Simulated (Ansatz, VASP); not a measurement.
# Two plane-wave programs on Sb2Pt

```xyz
3
Lattice="-1.6333 1.6333 6.2153 1.6333 -1.6333 6.2153 1.6333 1.6333 -6.2153" Properties=species:S:1:pos:R:3 pbc="T T T"
Sb    0.0000    0.0000    4.5128
Sb    0.0000    0.0000    7.9178
Pt    0.0000    0.0000    0.0000
```

Alike in both runs: functional PBEsol; k mesh 18 × 18 × 18; occupations gaussian, width 0.1 eV; no spin polarisation.

Ansatz relaxed the structure, and its values are those at the end. VASP's run is a single point on that final structure, the one shown.

|  | VASP | Ansatz |
| --- | --- | --- |
| version | VASP 6.6.1 | Ansatz 0.2.0 |
| potentials or method | VASP PAW PBE potentials, release 64 (Sb, Pt), cutoff 520 eV | scalar-relativistic, plane waves, PAW |
| valence electrons in the cell | 20 | 48 |

```csv
,VASP,Ansatz,Ansatz less VASP
gap on the k mesh at the Fermi level (eV),none,none,-
pressure (GPa),-0.1,-0.1,-0.03
rms of the force components (eV/Å),0.005,0.003,-0.0026
```

VASP's potentials were made for PBE, not for PBEsol. A gap of «none» marks a metal or a gap that the smearing closes. VASP's potentials hold 20 valence electrons a cell and Ansatz's 48, so a difference there can come from the potentials and not from the codes.

Neither program's run includes spin-orbit coupling.
